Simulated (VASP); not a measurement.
Input of a VASP 6.6.1 run:

INCAR

```
PREC = Accurate ; ENCUT = 520
EDIFF = 1E-8 ; ISMEAR = 0
SIGMA = 0.01 ; LREAL = False
LASPH = True ; NELM = 80
ALGO = Normal ; ISIF = 2
LWAVE = False ; LCHARG = False
GGA = PE ; NBANDS = 11
IBRION = 8 ; NSW = 1
LEPSILON = True
```

The input KPOINTS:

```
regular mesh
0
Gamma
  10 10 10
```

File POSCAR:

```
AlN
1.0
    0.0000000000      2.2015871054      2.2015871054
    2.2015871054      0.0000000000      2.2015871054
    2.2015871054      2.2015871054      0.0000000000
Al N
1 1
Direct
    0.0000000000      0.0000000000      0.0000000000
    0.7500000000      0.7500000000      0.7500000000
```

Potentials or basis: VASP PAW PBE potentials, release 64 (Al, N).

Launch:

```bash
$ cat potpaw_PBE.64/Al/POTCAR potpaw_PBE.64/N/POTCAR > POTCAR
$ mpirun -np 1 vasp_std > vasp.out
```

(1) Predict the electronic dielectric tensor (diagonal).

(2) Estimate the Born charges (mean of the diagonal).

(3) Estimate the highest phonon frequency at Γ, LO-TO splitting left out.

Results:

(1) 4.62.

(2) Al +2.54; N -2.54 e.

(3) 636 cm⁻¹.
